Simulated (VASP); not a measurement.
# TaTeP (P4/mmm) in VASP: a series of runs, part 2 of 2

VASP 6.6.1. The steps go on from the part before.

### 6 Relaxation of cell and atoms, PBE

This run uses another cell than the first one, of 48.28 Å³/atom, 2.094 times its volume.

The input, INCAR:

```
SYSTEM = TaTeP
  ALGO = Normal
  EDIFF = 1E-7
  EDIFFG = -0.04
  ENCUT = 600
  GGA = PE
  IBRION = 2
  ISIF = 3
  ISMEAR = 0
  LASPH = .TRUE.
  LCHARG = .FALSE.
  LREAL = .FALSE.
  LWAVE = .FALSE.
  NELM = 80
  NSW = 90
  PREC = Accurate
  SIGMA = 0.1
```

The input, KPOINTS:

```
k-points
0
G
  4 4 4
  0 0 0
```

The input, POSCAR:

```
TaTeP
1.0
    4.5017969800      0.0000000000      0.0000000000
    0.0000000000      4.5017969800      0.0000000000
    0.0000000000      0.0000000000      7.1466650200
Ta Te P
1 1 1
Direct
    0.5000000000      0.5000000000      0.5000000000
    0.5000000000      0.5000000000      0.0000000000
    0.0000000000      0.0000000000      0.5000000000
```

Potentials or basis: VASP PAW PBE potentials, release 64 (Ta_pv, Te, P).

Started as:

```console
$ cat potpaw_PBE.64/Ta_pv/POTCAR potpaw_PBE.64/Te/POTCAR potpaw_PBE.64/P/POTCAR > POTCAR
$ mpirun -np 1 vasp_std > vasp.out
```

OUTCAR:

```text
SYSTEM = TaTeP
   EDIFF = 1E-7
   EDIFFG = -0.04
   ENCUT = 600
   GGA = PE
   IBRION = 2
   ISIF = 3
   ISMEAR = 0
   LASPH = .TRUE.
   LREAL = .FALSE.
   NELM = 80
   NSW = 90
   PREC = Accurate

 ion  position               nearest neighbor table
   1  0.500  0.500  0.500-   3 3.18   3 3.18   3 3.18   3 3.18   2 3.57   2 3.57
   2  0.500  0.500  0.000-   1 3.57   1 3.57
   3  0.000  0.000  0.500-   1 3.18   1 3.18   1 3.18   1 3.18

  LATTYP: Found a simple tetragonal cell.
 ALAT       =     4.5017969800
 C/A-ratio  =     1.5875138421

  Lattice vectors:

 A1 = (   4.5017969800,   0.0000000000,   0.0000000000)
 A2 = (   0.0000000000,   4.5017969800,   0.0000000000)
 A3 = (   0.0000000000,   0.0000000000,   7.1466650200)

Analysis of symmetry for initial positions (statically):
[... 187 lines left out ...]
      7      -0.4526      2.00000
      8      -0.4325      2.00000
      9      -0.4325      2.00000
     10      -0.0770      1.99957
     11       0.2189      0.50814
     12       0.4239      0.00037
     13       0.4537      0.00007
     14       0.4537      0.00007
[... 563 lines left out ...]
--------------------------------------- Ionic step        8  -------------------------------------------

 number of electron      22.0000001 magnetization

 Free energy of the ion-electron system (eV)
  ---------------------------------------------------
  ext. energy  EPLUGINS =         0.00000000
  ---------------------------------------------------
  free energy    TOTEN  =       -20.89103481 eV

  energy without entropy =      -20.86701698  energy(sigma->0) =      -20.87902589

 E-fermi :   6.1722     XC(G=0): -10.3837

 val. band max:        6.1234035331   @ k =   0.2500   0.0000   0.5000
 cond. band min:       6.1802283536   @ k =   0.2500   0.0000   0.0000
 fundamental gap:      0.0568248205
 Fermi energy:         6.1721613894

 k-point     1 :       0.0000    0.0000    0.0000
  band No.  band energies     occupation
      1     -29.0223      2.00000
      2     -28.8746      2.00000
      3     -28.8746      2.00000
      4      -6.6568      2.00000
      5      -5.0133      2.00000
      6       1.3142      2.00000
      7       3.3468      2.00000
      8       5.5633      2.00000
      9       5.5633      2.00000
     10       6.1127      1.59975
     11       6.6800      0.00000
     12       6.7928      0.00000
     13       6.7928      0.00000
     14       6.8047      0.00000
[... 335 lines left out ...]
  FREE ENERGIE OF THE ION-ELECTRON SYSTEM (eV)
  ---------------------------------------------------
  free  energy   TOTEN  =       -20.8910348147 eV

  energy  without entropy=      -20.8670169753  energy(sigma->0) =      -20.87902589

 reached required accuracy - stopping structural energy minimisation
```

CONTCAR:

```text
TaTeP
   1.00000000000000
     3.4604477273981513   -0.0000000000000000   -0.0000000000000000
    -0.0000000000000000    3.4604477273981513    0.0000000000000000
    -0.0000000000000000    0.0000000000000000    5.7765753320278836
  Ta              Te              P
     1     1     1
Direct
     0.5000000000000000    0.5000000000000000    0.5000000000000000
     0.5000000000000000    0.5000000000000000    0.0000000000000000
     0.0000000000000000    0.0000000000000000    0.5000000000000000

  0.00000000E+00  0.00000000E+00  0.00000000E+00
  0.00000000E+00  0.00000000E+00  0.00000000E+00
  0.00000000E+00  0.00000000E+00  0.00000000E+00
```

Wall time 2.6 min (1 thread of Intel Xeon Platinum 8488C (Sapphire Rapids), shared host); peak memory 0.32 GiB.

Results:

| Property | Result |
| --- | --- |
| Free energy | -20.8910 eV |
| Relaxed volume | 23.06 Å³/atom |
| Relaxed cell | a = 3.460 Å, b = 3.460 Å, c = 5.777 Å, α = 90.00°, β = 90.00°, γ = 90.00° |
| Space group after relaxing (to 0.05 Å) | P4/mmm (No. 123) |
| Energy gained by relaxing | 2341.6 meV/atom |
| Ionic steps | 8 |
| Pressure after relaxing | 0.0 GPa |
| Band gap on the k mesh | zero (band 11 reaches 7.20 eV, above the bottom of band 12 at 4.73 eV) |

Step by step:
```tsv
step	energy change (eV)	largest force (eV/Å)	pressure (GPa)	volume (Å³)
1	0.0000	0.0000	-13.83	144.84
2	-6.9389	0.0000	-5.46	73.75
3	-7.0067	0.0000	-0.14	69.84
4	-7.0011	0.0000	-1.90	71.00
5	-7.0176	0.0000	-1.79	70.40
6	-7.0182	0.0000	-1.75	70.29
7	-7.0206	0.0000	1.45	68.30
8	-7.0247	0.0000	-0.01	69.17
```

Final structure:
```
CELL_PARAMETERS angstrom
3.46045 0.00000 0.00000
0.00000 3.46045 0.00000
0.00000 0.00000 5.77658
ATOMIC_POSITIONS crystal
Ta 0.50000 0.50000 0.50000
Te 0.50000 0.50000 0.00000
P 0.00000 0.00000 0.50000
```

Levels at points of the mesh, in eV from the Fermi level:
```tsv
k point	band 7	band 8	band 9	band 10	band 11	band 12	band 13	band 14	band 15
(0.00, 0.00, 0.00)	-2.83	-0.61	-0.61	-0.06	0.51	0.62	0.62	0.63	1.42
(0.50, 0.00, 0.00)	-4.12	-3.85	-3.83	-2.69	1.03	1.14	1.84	2.34	3.90
(0.50, 0.50, 0.00)	-4.09	-1.94	-1.94	-1.46	-1.44	-1.44	-0.87	1.31	2.21
(0.00, 0.00, 0.50)	-2.81	-2.02	-0.38	-0.38	-0.37	-0.37	-0.06	2.61	2.61
(0.50, 0.00, 0.50)	-5.38	-4.12	-3.85	-1.44	0.33	2.28	3.20	3.78	4.25
(0.50, 0.50, 0.50)	-3.74	-3.70	-3.36	-3.36	-1.19	0.22	0.22	1.70	3.00
```

Caveat: the volume moved by over 15 % at a fixed basis, so the end points are rough; spin-orbit coupling is left out, which moves the levels of the heavy elements.

### 7 Summary

```tsv
task	cell	k mesh	cutoff (eV)	gap on the mesh (eV)	pressure (GPa)	relaxed volume (Å³/atom)
single point	a = 3.464, b = 3.464, c = 5.765 Å, 3 atoms	4 × 4 × 4	520	none	-0.1	-
single point	a = 3.478, b = 3.478, c = 5.693 Å, 3 atoms	6 × 6 × 4	520	none	0.0	-
single point	a = 4.502, b = 4.502, c = 7.147 Å, 3 atoms	4 × 4 × 4	520	none	-13.8	-
relaxation of cell and atoms	relaxed from a = 3.464, b = 3.464, c = 5.765 Å, 3 atoms	6 × 6 × 4	600	none	0.0	22.95
relaxation of cell and atoms	relaxed from a = 4.502, b = 4.502, c = 7.147 Å, 3 atoms	4 × 4 × 4	600	none	0.0	23.06
```

Alike in all rows: level PBE; potentials or basis VASP PAW PBE potentials, release 64 (Ta_pv, Te, P); no spin polarisation; smearing gaussian 0.1 eV.

Caveats: some runs use coarse meshes; spin-orbit coupling is left out, which moves the levels of the heavy elements; the volume moved by over 15 % at a fixed basis, so the end points are rough (some runs).

Total energies depend on the potentials used, so only differences within one code and one set of settings carry meaning.
